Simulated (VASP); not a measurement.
# SbPb in VASP: notebook

Runs on SbPb. Level: r2SCAN. Tasks: single point.

Program: VASP 6.6.1. These are calculated values, not measurements. Logs are shortened: lines on timing, memory, paths and dates and some standing lists are left out, and cuts for length are marked.

## (1) The cell of the first run

The cell holds a slab with vacuum, 4 atoms: a = 5.453 Å, b = 3.390 Å, c = 10.924 Å, α = 90.00°, β = 90.00°, γ = 90.00°.

## (2) Single point, r2SCAN

The input, POSCAR:

```
SbPb
1.0
    5.4534750000      0.0000000000      0.0000000000
    0.0000000000      3.3901620000      0.0000000000
    0.0000000000      0.0000000000     10.9235561063
Sb Pb
2 2
Direct
    0.5000000000      0.3749203410      0.4248786131
    0.5000000000      0.1247610230      0.7253641606
    0.0000000000      0.0000000000      0.2746358394
    0.0000000000      0.7498406820      0.5751213869
```

The input, INCAR.step1:

```
SYSTEM = SbPb
  PREC = Accurate
  ENCUT = 520
  ISMEAR = 1
  SIGMA = 0.05
  LREAL = .False.
  LASPH = .True.
  NELM = 60
  LDIPOL = .True.
  IDIPOL = 3
  DIPOL = 0.5 0.5 0.500
  NBANDS = 27
  GGA = PE
  ALGO = Normal
  EDIFF = 1E-4
  LWAVE = .True.
  LCHARG = .False.
```

The input, INCAR.step2:

```
SYSTEM = SbPb
  PREC = Accurate
  ENCUT = 520
  EDIFF = 1E-6
  ISMEAR = 1
  SIGMA = 0.05
  LREAL = .False.
  LASPH = .True.
  NELM = 60
  ALGO = Normal
  ISIF = 2
  LWAVE = .False.
  LCHARG = .False.
  LDIPOL = .True.
  IDIPOL = 3
  DIPOL = 0.5 0.5 0.500
  METAGGA = R2SCAN
  LMIXTAU = .True.
  NBANDS = 27
  ISTART = 1
```

The input, KPOINTS:

```
Automatic mesh
0
Gamma
  3 5 1
  0 0 0
```

Potentials or basis: VASP PAW PBE potentials, release 64 (Sb, Pb_d).

Run with:

```console
$ cat potpaw_PBE.64/Sb/POTCAR potpaw_PBE.64/Pb_d/POTCAR > POTCAR
$ cp INCAR.step1 INCAR
$ mpirun -np 1 vasp_std > vasp.out
$ cp INCAR.step2 INCAR
$ mpirun -np 1 vasp_std > vasp.out
```

OUTCAR:

```text
SYSTEM = SbPb
   PREC = Accurate
   ENCUT = 520
   EDIFF = 1E-6
   ISMEAR = 1
   LREAL = .False.
   LASPH = .True.
   NELM = 60
   ISIF = 2
   METAGGA = R2SCAN
   ISTART = 1

 ion  position               nearest neighbor table
   1  0.500  0.375  0.425-   2 3.39   3 3.43   3 3.43   4 3.43   4 3.43   3 3.82   3 3.82   4 3.82
                             4 3.82
   2  0.500  0.125  0.725-   1 3.39   4 3.43   4 3.43   4 3.82   4 3.82
   3  0.000  0.000  0.275-   4 3.39   1 3.43   1 3.43   1 3.82   1 3.82
   4  0.000  0.750  0.575-   3 3.39   2 3.43   2 3.43   1 3.43   1 3.43   2 3.82   2 3.82   1 3.82
                             1 3.82

  LATTYP: Found a simple orthorhombic cell.
 ALAT       =     3.3901620000
 B/A-ratio  =     1.6086178183
 C/A-ratio  =     3.2221339589

  Lattice vectors:

 A1 = (   0.0000000000,  -3.3901620000,   0.0000000000)
 A2 = (   5.4534750000,   0.0000000000,   0.0000000000)
 A3 = (   0.0000000000,   0.0000000000,  10.9235561063)

Analysis of symmetry for initial positions (statically):
=====================================================================
 Subroutine PRICEL returns:
 Original cell was already a primitive cell.

 Routine SETGRP: Setting up the symmetry group for a
 simple orthorhombic supercell.

 Subroutine GETGRP returns: Found  2 space group operations
 (whereof  2 operations were pure point group operations)
 out of a pool of  8 trial point group operations.

The static configuration has the point symmetry C_1h.

Analysis of symmetry for dynamics (positions and initial velocities):
=====================================================================
 Subroutine PRICEL returns:
 Original cell was already a primitive cell.

 Routine SETGRP: Setting up the symmetry group for a
 simple orthorhombic supercell.

 Subroutine GETGRP returns: Found  2 space group operations
 (whereof  2 operations were pure point group operations)
 out of a pool of  8 trial point group operations.

The dynamic configuration has the point symmetry C_1h.

 Subroutine INISYM returns: Found  2 space group operations
 (whereof  2 operations are pure point group operations),
 and found     1 'primitive' translations

----------------------------------------------------------------------------------------

                                     Primitive cell

  volume of cell :     201.9565

  direct lattice vectors                    reciprocal lattice vectors
     5.453475000  0.000000000  0.000000000     0.183369320  0.000000000  0.000000000
     0.000000000  3.390162000  0.000000000     0.000000000  0.294971155  0.000000000
     0.000000000  0.000000000 10.923556106     0.000000000  0.000000000  0.091545280

  length of vectors
     5.453475000  3.390162000 10.923556106     0.183369320  0.294971155  0.091545280

  position of ions in fractional coordinates (direct lattice)
     0.500000000  0.374920341  0.424878613
     0.500000000  0.124761023  0.725364161
     0.000000000  0.000000000  0.274635839
     0.000000000  0.749840682  0.575121387

  ion indices of the primitive-cell ions
   primitive index   ion index
                 1           1
                 2           2
                 3           3
                 4           4

----------------------------------------------------------------------------------------

 KPOINTS: Automatic mesh

Automatic generation of k-mesh.
 Grid dimensions read from file:
 generate k-points for:    3    5    1

 Generating k-lattice:

  Cartesian coordinates                     Fractional coordinates (reciprocal lattice)
     0.061123107  0.000000000  0.000000000     0.333333333  0.000000000  0.000000000
     0.000000000  0.058994231  0.000000000     0.000000000  0.200000000  0.000000000
     0.000000000  0.000000000  0.091545280     0.000000000  0.000000000  1.000000000

  Length of vectors
     0.061123107  0.058994231  0.091545280

  Shift w.r.t. Gamma in fractional coordinates (k-lattice)
     0.000000000  0.000000000  0.000000000

 Subroutine IBZKPT returns following result:
 ===========================================

 Found      6 irreducible k-points:

 Following reciprocal coordinates:
            Coordinates               Weight
  0.000000  0.000000  0.000000      1.000000
  0.333333  0.000000  0.000000      2.000000
  0.000000  0.200000  0.000000      2.000000
  0.333333  0.200000  0.000000      4.000000
  0.000000  0.400000  0.000000      2.000000
  0.333333  0.400000  0.000000      4.000000
   k-points           NKPTS =      6   k-points in BZ     NKDIM =      6   number of bands    NBANDS=     27
   number of dos      NEDOS =    301   number of ions     NIONS =      4
   total plane-waves  NPLWV =  98784
   dimension x,y,z NGX =    42 NGY =   28 NGZ =   84
   dimension x,y,z NGXF=    84 NGYF=   56 NGZF=  168
   ions per type =               2   2
   NGX,Y,Z   is equivalent  to a cutoff of  12.80, 13.73, 12.78 a.u.
   NGXF,Y,Z  is equivalent  to a cutoff of  25.61, 27.46, 25.57 a.u.
 SYSTEM =  SbPb
   PREC   = accura    normal or accurate (medium, high low for compatibility)
   ISTART =      1    job   : 0-new  1-cont  2-samecut
   ICHARG =      0    charge: 1-file 2-atom 10-const
   ISPIN  =      1    spin polarized calculation?
   LNONCOLLINEAR =      F non collinear calculations
   LSORBIT =      F    spin-orbit coupling
   LASPH  =      T    aspherical Exc in radial PAW
   ENCUT  =  520.0 eV  38.22 Ry    6.18 a.u.  10.14  6.30 20.31*2*pi/ulx,y,z
   NELM   =     60;   NELMIN=  2; NELMDL=  0     # of ELM steps
   EDIFF  = 0.1E-05   stopping-criterion for ELM
   LREAL  =      F    real-space projection
   EDIFFG = 0.1E-04   stopping-criterion for IOM
   NSW    =      0    number of steps for IOM
   IBRION =     -1    ionic relax: 0-MD 1-quasi-New 2-CG
   NFREE  =      0    steps in history (QN), initial steepest desc. (CG)
   ISIF   =      2    stress and relaxation
   ISYM   =      2    0-nonsym 1-usesym 2-fastsym
   POTIM  = 0.5000    time-step for ionic-motion
   TEBEG  =    0.0;   TEEND  =   0.0 temperature during run
   PSTRESS=    0.0 pullay stress
   NELECT =      38.0000    total number of electrons
   NUPDOWN=      -1.0000    fix difference up-down
   EMIN   =  10.00;   EMAX   =-10.00  energy-range for DOS
   EFERMI =   0.00;   METHOD = LEGACY
   ISMEAR =     1;   SIGMA  =   0.05  broadening in eV -4-tet -1-fermi 0-gaus
   EFERMI_NEDOS =   21; number of points for ismear=-14 and -15
   IALGO  =     38    algorithm
   IMIX   =      4    mixing-type and parameters
     AMIX     =   0.40;   BMIX     =  1.00
     AMIX_MAG =   1.60;   BMIX_MAG =  1.00
  volume/ion in A,a.u.               =      50.49       340.72
  Fermi-wavevector in a.u.,A,eV,Ry     =   0.938102  1.772756 11.973610  0.880035
  Thomas-Fermi vector in A             =   2.065280
   LORBIT       =      0    0 simple, 1 ext, 2 COOP (PROOUT), +10 PAW based schemes
   METAGGA = R2SCAN    functional components
   LHFCALC =     F    Hartree Fock is set to
   AEXX    =    0.0000 exact exchange contribution
   IVDW    =     0    specifies the selected vdW correction
   LEPSILON=     F    determine dielectric tensor
   LRPA    =     F    only Hartree local field effects (RPA)
 non-spin polarized calculation
 Methfessel and Paxton  Order N= 1 SIGMA  =   0.05
  energy-cutoff  :      520.00
  volume of cell :      201.96
 maximum number of plane-waves:      5468
 NGX is ok and might be reduce to    42
   NGX = 21   NGY = 13   NGZ = 41

 number of electron      37.9999997 magnetization

 dipolmoment           0.000000      0.000000      0.092276 electrons x Angstroem

 Free energy of the ion-electron system (eV)
  ---------------------------------------------------
  ext. energy  EPLUGINS =         0.00000000
  ---------------------------------------------------
  free energy    TOTEN  =      -162.48208376 eV

  energy without entropy =     -162.48021115  energy(sigma->0) =     -162.48145956

 E-fermi :   2.5962     XC(G=0):  -7.4741

 val. band max:        2.4530763152   @ k =   0.3333   0.0000   0.0000
 cond. band min:       2.5961881778   @ k =   0.0000   0.4000   0.0000
 fundamental gap:      0.1431118626
 Fermi energy:         2.5961764923

 k-point     1 :       0.0000    0.0000    0.0000
  band No.  band energies     occupation
      1     -15.2502      2.00000
      2     -15.1717      2.00000
      3     -15.1389      2.00000
      4     -15.1231      2.00000
      5     -15.0082      2.00000
      6     -15.0008      2.00000
[... 19 lines left out ...]
     26       8.1901      0.00000
     27       8.6338      0.00000

 k-point     2 :       0.3333    0.0000    0.0000
  band No.  band energies     occupation
      1     -15.2497      2.00000
      2     -15.1708      2.00000
      3     -15.1358      2.00000
      4     -15.1262      2.00000
      5     -15.0074      2.00000
      6     -15.0013      2.00000
[... 19 lines left out ...]
     26       7.9631      0.00000
     27       8.5256      0.00000

 k-point     3 :       0.0000    0.2000    0.0000
  band No.  band energies     occupation
      1     -15.1546      2.00000
      2     -15.1217      2.00000
      3     -15.1172      2.00000
      4     -15.0657      2.00000
      5     -15.0450      2.00000
      6     -15.0273      2.00000
[... 19 lines left out ...]
     26       6.7367      0.00000
     27       7.5109      0.00000

 k-point     4 :       0.3333    0.2000    0.0000
  band No.  band energies     occupation
      1     -15.1539      2.00000
      2     -15.1206      2.00000
      3     -15.1187      2.00000
      4     -15.0650      2.00000
      5     -15.0462      2.00000
      6     -15.0251      2.00000
[... 19 lines left out ...]
     26       6.4953      0.00000
     27       7.8416      0.00000

 k-point     5 :       0.0000    0.4000    0.0000
  band No.  band energies     occupation
      1     -15.1467      2.00000
      2     -15.1225      2.00000
      3     -15.1198      2.00000
      4     -15.1042      2.00000
      5     -15.0180      2.00000
      6     -14.9953      2.00000
[... 19 lines left out ...]
     26       5.9248      0.00000
     27       7.9785      0.00000

 k-point     6 :       0.3333    0.4000    0.0000
  band No.  band energies     occupation
      1     -15.1455      2.00000
      2     -15.1227      2.00000
      3     -15.1219      2.00000
      4     -15.1055      2.00000
      5     -15.0220      2.00000
      6     -14.9935      2.00000
[... 19 lines left out ...]
     26       6.4295      0.00000
     27       8.1730      0.00000

------------------------ aborting loop because EDIFF is reached ----------------------------------------

 vacuum level on the upper side and lower side of the slab       (xc-potential included)        -1.577        -2.435

  FORCE on cell =-STRESS in cart. coord.  units (eV):
  Direction    XX          YY          ZZ          XY          YZ          ZX
  --------------------------------------------------------------------------------------
  -------------------------------------------------------------------------------------
  Total       -3.7061839     -3.0052931     -4.2883487      0.0000000     -0.0116398      0.0000000
  in kB      -29.4021929    -23.8418304    -34.0206692      0.0000000     -0.0923422      0.0000000
  external PRESSURE =     -29.0882308 kB  Pullay stress =       0.0000000 kB

 VOLUME and BASIS-vectors are now :
 -----------------------------------------------------------------------------
  energy-cutoff  :      520.00
  volume of cell :      201.96
      direct lattice vectors                 reciprocal lattice vectors
     5.453475000  0.000000000  0.000000000     0.183369320  0.000000000  0.000000000
     0.000000000  3.390162000  0.000000000     0.000000000  0.294971155  0.000000000
     0.000000000  0.000000000 10.923556106     0.000000000  0.000000000  0.091545280

 POSITION                                       TOTAL-FORCE (eV/Angst)
 -----------------------------------------------------------------------------------
      2.72674      1.27104      4.64119         0.000000     -0.586293      0.362843
      2.72674      0.42296      7.92356         0.000000      0.018014     -1.233683
      0.00000      0.00000      3.00000         0.000000      0.308249      0.505384
      0.00000      2.54208      6.28237         0.000000      0.260029      0.365455
 -----------------------------------------------------------------------------------
    total drift:                               -0.000000      0.000436      0.017317

  FREE ENERGIE OF THE ION-ELECTRON SYSTEM (eV)
  ---------------------------------------------------
  free  energy   TOTEN  =      -162.4820837623 eV

  energy  without entropy=     -162.4802111506  energy(sigma->0) =     -162.48145956

 vacuum level on the upper side and lower side of the slab         5.008         4.107
```

It took 2.3 min on 1 thread of Intel Xeon Platinum 8259CL at 2.50GHz (Skylake/Cascade Lake), shared host; peak memory 0.33 GiB.

What came out:

* Free energy: -162.4821 eV
* Largest force: 1.234 eV/Å
* Band gap on the k mesh: zero (band 19 reaches 3.34 eV, above the bottom of band 20 at 2.03 eV)

Forces in eV/Å, atoms in the order of the input:
```
Sb   0.000 -0.586  0.363
Sb   0.000  0.018 -1.234
Pb   0.000  0.308  0.505
Pb   0.000  0.260  0.365
```

Levels at points of the mesh, in eV from the Fermi level:
```tsv
k point	band 16	band 17	band 18	band 19	band 20	band 21
(0.00, 0.00, 0.00)	-2.32	-1.82	-1.40	0.20	1.18	2.10
```

Caveat: the k points lie up to 0.38 Å⁻¹ apart; the PAW data sets were made with another functional, which shifts forces and pressure a little; spin-orbit coupling is left out, which moves the levels of the heavy elements.

(Continued in part 2 of 3.)
